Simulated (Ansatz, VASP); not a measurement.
Two plane-wave programs on Al2O3

INCAR

```
SYSTEM = Al2O3
  PREC = Accurate
  ENCUT = 520
  EDIFF = 1E-6
  ISMEAR = 0
  SIGMA = 0.01
  LREAL = .FALSE.
  LASPH = .TRUE.
  NELM = 100
  ALGO = Normal
  ISIF = 2
  LWAVE = .FALSE.
  LCHARG = .FALSE.
  GGA = PS
  NBANDS = 35
```

The input KPOINTS:

```
Automatic mesh
0
G
  4 2 6
  0 0 0
```

File POSCAR:

```
Al2O3
1.0
    4.6137770000      0.0000000000      0.0000000000
    0.0000000000      9.5632790000      0.0000000000
    0.0000000000      0.0000000000      3.1198620000
Al O
4 6
Direct
    0.5170250000      0.3245730000      0.5000000000
    0.4829750000      0.6754270000      0.5000000000
    0.0170250000      0.1754270000      0.0000000000
    0.9829750000      0.8245730000      0.0000000000
    0.8763650000      0.2469500000      0.5000000000
    0.0000000000      0.0000000000      0.0000000000
    0.6236350000      0.7469500000      0.0000000000
    0.3763650000      0.2530500000      0.0000000000
    0.1236350000      0.7530500000      0.5000000000
    0.5000000000      0.5000000000      0.5000000000
```

Input for Ansatz:

```yaml

crystal:
  lattice:
    - [4.613777, 0.0, 0.0]
    - [0.0, 9.563279, 0.0]
    - [0.0, 0.0, 3.119862]
  atoms:
    - { symbol: Al, position: [0.517025, 0.324573, 0.5] }
    - { symbol: Al, position: [0.482975, 0.675427, 0.5] }
    - { symbol: Al, position: [0.017025, 0.175427, 0.0] }
    - { symbol: Al, position: [0.982975, 0.824573, 0.0] }
    - { symbol: O, position: [0.876365, 0.24695, 0.5] }
    - { symbol: O, position: [0.0, 0.0, 0.0] }
    - { symbol: O, position: [0.623635, 0.74695, 0.0] }
    - { symbol: O, position: [0.376365, 0.25305, 0.0] }
    - { symbol: O, position: [0.123635, 0.75305, 0.5] }
    - { symbol: O, position: [0.5, 0.5, 0.5] }
kpoints:
  mp_grid: { grid: [4, 2, 6] }
hamiltonian:
  xc: pbesol
scf:
  occupations: { method: fixed }
basis:
  ecutwfc: "420 eV"
output:
  stress: true
  eigenvalues: true
```

Alike in both runs: task single point; functional PBEsol; k mesh 4 × 2 × 6; no spin polarisation.

```csv
,VASP,Ansatz
version,VASP 6.6.1,Ansatz 0.2.0
potentials or method,"VASP PAW PBE potentials, release 64 (Al, O), cutoff 520 eV","plane waves, PAW"
occupations,"gaussian, width 0.01 eV",fixed
valence electrons in the cell,48,48
```

|  | VASP | Ansatz | Ansatz less VASP |
| --- | --- | --- | --- |
| gap on the k mesh at the Fermi level (eV) | 3.42 | 3.43 | +0.005 |
| pressure (GPa) | -2.4 | -2.6 | -0.17 |
| traceless stress, the component that is largest in VASP (GPa) | -3.34 | -3.16 | +0.183 |

VASP's potentials were made for PBE, not for PBEsol.
